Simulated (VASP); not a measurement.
## LiSi2B3: single point with PBE

LiSi2B3:

```
Li Si B
1.0
    -3.38180    0.00000    0.00000
     0.00000    5.85745    0.00000
     1.69090   -0.97624   -7.36271
Li Si B
2 4 6
Direct
  0.50000 0.50000 0.00000
  0.00000 0.00000 0.00000
  0.13487 0.71162 0.26974
  0.63487 0.21162 0.26974
  0.36513 0.78838 0.73026
  0.86513 0.28838 0.73026
  0.00000 0.00000 0.50000
  0.50000 0.50000 0.50000
  0.50000 0.00000 0.50000
  0.00000 0.50000 0.50000
  0.75000 0.75000 0.50000
  0.25000 0.25000 0.50000
```

```
Program                : VASP 6.6.1
Task                   : single point
Functional             : PBE
Potentials or basis    : VASP PAW PBE potentials, release 64 (Li_sv, Si, B)
Cutoff                 : 750 eV
k mesh                 : 6 × 4 × 6
Occupations            : gaussian, width 0.2 eV
Spin                   : no spin polarisation
Dipole correction      : no
Further INCAR settings : ALGO = Normal; EDIFF = 1e-06; NBANDS = 32
```

| Quantity | Value |
| --- | --- |
| Pressure | -0.1 GPa |
| Largest force | 0.042 eV/Å |
| Band gap on the k mesh | zero (bands 20 and 21 overlap by 2.35 eV) |

Forces on the atoms (eV/Å):
```
Li   0.000  0.000  0.000
Li   0.000  0.000  0.000
Si   0.000  0.009  0.041
Si   0.000  0.009  0.041
Si   0.000 -0.009 -0.041
Si   0.000 -0.009 -0.041
B    0.000  0.000  0.000
B    0.000  0.000  0.000
B    0.000  0.000  0.000
B    0.000  0.000  0.000
B    0.000  0.000  0.000
B    0.000  0.000  0.000
```

Stress tensor (GPa, compression positive):
```
-1.26  0.00  0.00
 0.00  0.44 -0.03
 0.00 -0.03  0.47
```

Levels at points of the mesh, in eV from the Fermi level:
| k point | band 18 | band 19 | band 20 | band 21 | band 22 | band 23 |
| --- | --- | --- | --- | --- | --- | --- |
| (0.00, 0.00, 0.00) | -0.54 | 0.24 | 0.35 | 0.83 | 2.06 | 2.06 |
| (0.50, 0.00, 0.00) | -2.48 | -1.02 | -1.02 | -0.62 | -0.62 | 1.33 |
| (0.00, 0.50, 0.00) | -1.34 | 1.05 | 1.05 | 1.19 | 1.19 | 2.24 |
| (0.50, 0.50, 0.00) | -1.91 | -1.24 | -0.55 | 0.24 | 0.37 | 0.83 |
| (0.00, 0.00, 0.50) | -1.24 | 0.37 | 0.96 | 1.93 | 2.05 | 2.06 |
| (0.00, 0.50, 0.50) | -1.49 | 1.29 | 1.29 | 1.42 | 1.42 | 3.24 |

Wall time 3.6 min on 1 thread of Intel(R) Xeon(R) 6975P-C (Granite Rapids), on a shared host, peak memory 0.51 GiB.
